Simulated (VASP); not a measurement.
ZrS2: phonons with PBE+D3(BJ)

Crystal: ZrS2.

```xyz
3
Lattice="3.6350 0.0000 0.0000 -1.8175 3.1480 0.0000 0.0000 0.0000 5.7227" Properties=species:S:1:pos:R:3 pbc="T T T"
Zr    0.0000    0.0000    0.0000
S     0.0000    2.0987    1.4607
S     1.8175    1.0493    4.2620
```

```
Program                : VASP 6.6.1
Task                   : phonons
Functional             : PBE
Dispersion             : D3(BJ)
Potentials or basis    : VASP PAW PBE potentials, release 64 (Zr_sv, S)
Cutoff                 : 500 eV
k mesh                 : 12 × 12 × 6
Occupations            : gaussian, width 0.05 eV
Spin                   : no spin polarisation
Dipole correction      : no
Further INCAR settings : ALGO = Normal; EDIFF = 1e-08; NBANDS = 19; IBRION = 6; POTIM = 0.015; NSW = 1
```

```json
{
 "Highest phonon frequency at Γ, LO-TO splitting left out": "324 cm⁻¹",
 "Dispersion energy per atom": "-0.363 eV"
}
```

Phonon frequencies in cm⁻¹ (negative: imaginary):
```tsv
q point	frequencies
(0.000, 0.000, 0.000)	0 0 0 157 157 250 250 321 324
```

Run time: 8.8 min on 1 thread of Intel(R) Xeon(R) 6975P-C (Granite Rapids) (shared host), peak memory 0.8 GiB.
